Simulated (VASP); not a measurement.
SrTiO3: single point with PBE

SrTiO3:

```
CELL_PARAMETERS angstrom
3.90000 0.00000 0.00000
0.00000 3.90000 0.00000
0.00000 0.00000 3.90000
ATOMIC_POSITIONS crystal
Sr 0.00000 0.00000 0.00000
Ti 0.50000 0.50000 0.50000
O 0.50000 0.50000 0.00000
O 0.00000 0.50000 0.50000
O 0.50000 0.00000 0.50000
```

* Program: VASP 6.6.1
* Task: single point
* Functional: PBE
* Potentials or basis: VASP PAW PBE potentials, release 64 (Sr_sv, Ti_sv, O)
* Cutoff: 600 eV
* k mesh: 6 × 6 × 6
* Occupations: gaussian, width 0.1 eV
* Spin: no spin polarisation

```yaml
Pressure: 5.5 GPa
Band_gap_on_the_k_mesh: 1.86 eV (least direct gap 2.22 eV)
```

Levels at points of the mesh, in eV from the valence-band top:
```tsv
k point	band 17	band 18	band 19	band 20	band 21	band 22	band 23	band 24
(0.00, 0.00, 0.00)	-1.18	-0.35	-0.35	-0.35	1.86	1.86	1.86	4.33
(0.50, 0.00, 0.00)	-2.36	-2.00	-0.73	-0.73	2.03	3.80	3.80	4.35
(0.50, 0.50, 0.00)	-1.72	-1.57	-1.57	-0.09	3.81	3.81	4.26	5.32
(0.50, 0.50, 0.50)	-3.75	0.00	0.00	0.00	4.48	4.48	4.49	6.96
```

Run time: 49 s on 1 thread of Intel Xeon 8259CL, on a shared host, peak memory 0.2 GiB.

Caveat: the cell stands under pressure. A k mesh can miss the band edges.
